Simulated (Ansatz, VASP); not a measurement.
## One calculation of AlN, two programs

```
Al N
1.0
     3.15397    0.00000    0.00000
    -1.57698    2.73141    0.00000
     0.00000    0.00000    5.04655
Al N
2 2
Direct
  0.66691 0.33624 0.49984
  0.32689 0.66785 0.99814
  0.66966 0.33311 0.87796
  0.33694 0.66930 0.38285
```

Alike in both runs: task single point; functional revPBE; k mesh 10 × 10 × 6; occupations gaussian, width 0.05 eV; no spin polarisation.

```csv
,VASP,Ansatz
version,VASP 6.6.1,Ansatz 0.2.0
potentials or method,"VASP PAW PBE potentials, release 64 (Al, N)",Ansatz PAW
plane-wave cutoff (eV),520,420
valence electrons in the cell,16,16
```

VASP gave:

* gap on the k mesh at the Fermi level (eV): 3.89
* least direct gap on the mesh (eV): 3.89
* pressure (GPa): -1.7
* traceless stress, the component that is largest in VASP (GPa): 0.68
* rms of the force components (eV/Å): 0.224

Task: Which values does Ansatz return?

Result: gap on the k mesh at the Fermi level (eV): 3.87; least direct gap on the mesh (eV): 3.87; pressure (GPa): -1.2; traceless stress, the component that is largest in VASP (GPa): 0.69; rms of the force components (eV/Å): 0.225.

VASP's potentials were made for PBE, not for revPBE. Atom by atom the forces differ by 0.001 eV/Å (rms over components).
